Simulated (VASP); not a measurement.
Input of a VASP 6.6.1 run:

Contents of INCAR:

```
SYSTEM = Tl
PREC = Accurate
ENCUT = 520
EDIFF = 1E-6
ISMEAR = 0
SIGMA = 0.15
LREAL = .False.
LASPH = .True.
NELM = 80
ALGO = Normal
ISIF = 2
LWAVE = .False.
LCHARG = .False.
GGA = PE
IVDW = 12
NBANDS = 12
```

The input KPOINTS:

```
regular mesh
0
Gamma
  16 16 16
  0 0 0
```

POSCAR

```
Tl
1.0
    0.0000000000      2.4663412330      2.5403314700
    2.4663412330      0.0000000000      2.5403314700
    2.4663412330      2.4663412330      0.0000000000
Tl
1
Direct
    0.0000000000      0.0000000000      0.0000000000
```

Potentials or basis: VASP PAW PBE potentials, release 64 (Tl_d).

Command:

```console
$ cat potpaw_PBE.64/Tl_d/POTCAR > POTCAR
$ mpirun -np 1 vasp_std > vasp.out
```

Task: Estimate the pressure.

Result: -1.6 GPa.

Task: Estimate the band gap on the k mesh.

Result: Zero (an odd number of electrons rules out a gap without spin polarisation).

Task: What does it give for the dispersion energy per atom?

Result: -0.316 eV.

Stress tensor (GPa, compression positive):
```
-1.67  0.00  0.00
 0.00 -1.67  0.00
 0.00  0.00 -1.41
```

Caveat: the cell differs from its parent crystal (strain +0.000 along x and y, +0.030 along z); spin-orbit coupling is left out, which moves the levels of the heavy elements.
